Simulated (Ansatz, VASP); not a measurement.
**One calculation of Mo, two programs**

Contents of INCAR:

```
SYSTEM = Mo
ALGO = Fast
EDIFF = 1E-7
ENCUT = 520
GGA = CA
ISIF = 2
ISMEAR = 0
KPAR = 4
LASPH = .True.
LCHARG = .False.
LREAL = Auto
LWAVE = .False.
NBANDS = 246
NELM = 80
PREC = Accurate
SIGMA = 0.1
```

File KPOINTS:

```
k-points
0
Gamma
  4 4 4
  0 0 0
```

POSCAR

```
Mo
1.0
    6.2226515732      0.0000000000     -6.2226515732
    6.2226515732     -6.2226515732      0.0000000000
    0.0000000000     -6.2226515732     -6.2226515732
Mo
32
Direct
    0.8750000000      0.8750000000      0.8750000000
    0.8750000000      0.3750000000      0.8750000000
    0.3750000000      0.8750000000      0.8750000000
    0.7500000000      0.7500000000      0.7500000000
    0.3750000000      0.3750000000      0.8750000000
    0.7500000000      0.2500000000      0.7500000000
    0.2500000000      0.7500000000      0.7500000000
    0.6250000000      0.6250000000      0.6250000000
    0.8750000000      0.8750000000      0.3750000000
    0.2500000000      0.2500000000      0.7500000000
    0.6250000000      0.1250000000      0.6250000000
    0.1250000000      0.6250000000      0.6250000000
    0.5000000000      0.5000000000      0.5000000000
    0.8750000000      0.3750000000      0.3750000000
    0.3750000000      0.8750000000      0.3750000000
    0.7500000000      0.7500000000      0.2500000000
    0.1250000000      0.1250000000      0.6250000000
    0.5000000000      0.0000000000      0.5000000000
    0.0000000000      0.5000000000      0.5000000000
    0.3750000000      0.3750000000      0.3750000000
    0.7500000000      0.2500000000      0.2500000000
    0.2500000000      0.7500000000      0.2500000000
    0.6250000000      0.6250000000      0.1250000000
    0.0000000000      0.0000000000      0.5000000000
    0.2500000000      0.2500000000      0.2500000000
    0.6250000000      0.1250000000      0.1250000000
    0.1250000000      0.6250000000      0.1250000000
    0.5000000000      0.5000000000      0.0000000000
    0.1250000000      0.1250000000      0.1250000000
    0.5000000000      0.0000000000      0.0000000000
    0.0000000000      0.5000000000      0.0000000000
    0.0000000000      0.0000000000      0.0000000000
```

Input for Ansatz:

```yaml
crystal:
  lattice:
    - [6.2226515732, 0.0, -6.2226515732]
    - [6.2226515732, -6.2226515732, 0.0]
    - [0.0, -6.2226515732, -6.2226515732]
  atoms:
    - { symbol: Mo, position: [0.875, 0.875, 0.875] }
    - { symbol: Mo, position: [0.875, 0.375, 0.875] }
    - { symbol: Mo, position: [0.375, 0.875, 0.875] }
    - { symbol: Mo, position: [0.75, 0.75, 0.75] }
    - { symbol: Mo, position: [0.375, 0.375, 0.875] }
    - { symbol: Mo, position: [0.75, 0.25, 0.75] }
    - { symbol: Mo, position: [0.25, 0.75, 0.75] }
    - { symbol: Mo, position: [0.625, 0.625, 0.625] }
    - { symbol: Mo, position: [0.875, 0.875, 0.375] }
    - { symbol: Mo, position: [0.25, 0.25, 0.75] }
    - { symbol: Mo, position: [0.625, 0.125, 0.625] }
    - { symbol: Mo, position: [0.125, 0.625, 0.625] }
    - { symbol: Mo, position: [0.5, 0.5, 0.5] }
    - { symbol: Mo, position: [0.875, 0.375, 0.375] }
    - { symbol: Mo, position: [0.375, 0.875, 0.375] }
    - { symbol: Mo, position: [0.75, 0.75, 0.25] }
    - { symbol: Mo, position: [0.125, 0.125, 0.625] }
    - { symbol: Mo, position: [0.5, 0.0, 0.5] }
    - { symbol: Mo, position: [0.0, 0.5, 0.5] }
    - { symbol: Mo, position: [0.375, 0.375, 0.375] }
    - { symbol: Mo, position: [0.75, 0.25, 0.25] }
    - { symbol: Mo, position: [0.25, 0.75, 0.25] }
    - { symbol: Mo, position: [0.625, 0.625, 0.125] }
    - { symbol: Mo, position: [0.0, 0.0, 0.5] }
    - { symbol: Mo, position: [0.25, 0.25, 0.25] }
    - { symbol: Mo, position: [0.625, 0.125, 0.125] }
    - { symbol: Mo, position: [0.125, 0.625, 0.125] }
    - { symbol: Mo, position: [0.5, 0.5, 0.0] }
    - { symbol: Mo, position: [0.125, 0.125, 0.125] }
    - { symbol: Mo, position: [0.5, 0.0, 0.0] }
    - { symbol: Mo, position: [0.0, 0.5, 0.0] }
    - { symbol: Mo, position: [0.0, 0.0, 0.0] }
basis:
  ecutwfc: 420
  xc_grid: 2
kpoints:
  mp_grid: { grid: [4, 4, 4], shift: [0.0, 0.0, 0.0] }
hamiltonian:
  xc: lda
scf:
  occupations: { method: gaussian, width: 0.1 }
output:
  forces: true
  stress: true
  eigenvalues: true
```

Alike in both runs: task single point; functional LDA; k mesh 4 × 4 × 4; occupations gaussian, width 0.1 eV; no spin polarisation.

|  | VASP | Ansatz |
| --- | --- | --- |
| version | VASP 6.6.1 | Ansatz 0.2.0 |
| potentials or method | VASP PAW LDA potentials, release 64 (Mo_sv), cutoff 520 eV | scalar-relativistic, plane waves, PAW |
| valence electrons in the cell | 448 | 448 |

|  | VASP | Ansatz | Ansatz less VASP |
| --- | --- | --- | --- |
| gap on the k mesh at the Fermi level (eV) | none | none | - |
| pressure (GPa) | 1.5 | 0.3 | -1.22 |

LDA's correlation is that of Perdew and Zunger in VASP and of Perdew and Wang (1992) in Ansatz. A gap of «none» marks a metal or a gap that the smearing closes.
